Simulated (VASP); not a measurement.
Wanted: the native input for a VASP 6.6.1 run.

- Task: single point
- Functional: r2SCAN
- Potentials or basis: VASP PAW PBE potentials, release 64 (S, K_sv)
- Cutoff: 550 eV
- k mesh: 4 × 4 × 4
- Occupations: gaussian, width 0.01 eV
- Spin: no spin polarisation
- Dipole correction: no
- Further INCAR settings: ALGO = Normal; EDIFF = 1e-06; NBANDS = 19

K2S:

```xyz
3
Lattice="0.0000 3.7028 3.7028 3.7028 0.0000 3.7028 3.7028 3.7028 0.0000" Properties=species:S:1:pos:R:3 pbc="T T T"
S     0.0000    0.0000    0.0000
K     1.8514    1.8514    1.8514
K     5.5541    5.5541    5.5541
```

One way to write it, as run:

POSCAR

```
K2S
1.0
    0.0000000000      3.7027568507      3.7027568507
    3.7027568507      0.0000000000      3.7027568507
    3.7027568507      3.7027568507      0.0000000000
S K
1 2
Direct
    0.0000000000      0.0000000000      0.0000000000
    0.2500000000      0.2500000000      0.2500000000
    0.7500000000      0.7500000000      0.7500000000
```

INCAR.step1

```
PREC = Accurate ; ENCUT = 550
ISMEAR = 0 ; SIGMA = 0.01
LREAL = F ; LASPH = T
NELM = 120 ; NBANDS = 19
GGA = PE ; ALGO = Normal
EDIFF = 1E-5 ; LWAVE = T
LCHARG = F ; GGA_COMPAT = F
```

INCAR.step2

```
PREC = Accurate ; ENCUT = 550
EDIFF = 1E-6 ; ISMEAR = 0
SIGMA = 0.01 ; LREAL = F
LASPH = T ; NELM = 120
ALGO = Normal ; ISIF = 2
LWAVE = F ; LCHARG = F
METAGGA = R2SCAN ; LMIXTAU = T
NBANDS = 19 ; ISTART = 1
GGA_COMPAT = F
```

KPOINTS

```
Automatic mesh
0
Gamma
  4 4 4
```

Potentials or basis: VASP PAW PBE potentials, release 64 (S, K_sv).

The run is started by

```console
$ cat potpaw_PBE.64/S/POTCAR potpaw_PBE.64/K_sv/POTCAR > POTCAR
$ cp INCAR.step1 INCAR
$ mpirun -np 1 vasp_std > vasp.out
$ cp INCAR.step2 INCAR
$ mpirun -np 1 vasp_std > vasp.out
```

Results of the run:

```
Pressure               : 0.0 GPa
Band gap on the k mesh : 2.76 eV, indirect (least direct gap 2.95 eV)
```

Caveat: the PAW data sets were made with another functional, which shifts forces and pressure a little.

It took 3.4 min on 1 thread of Intel Xeon 8259CL, on a shared host, peak memory 0.26 GiB.
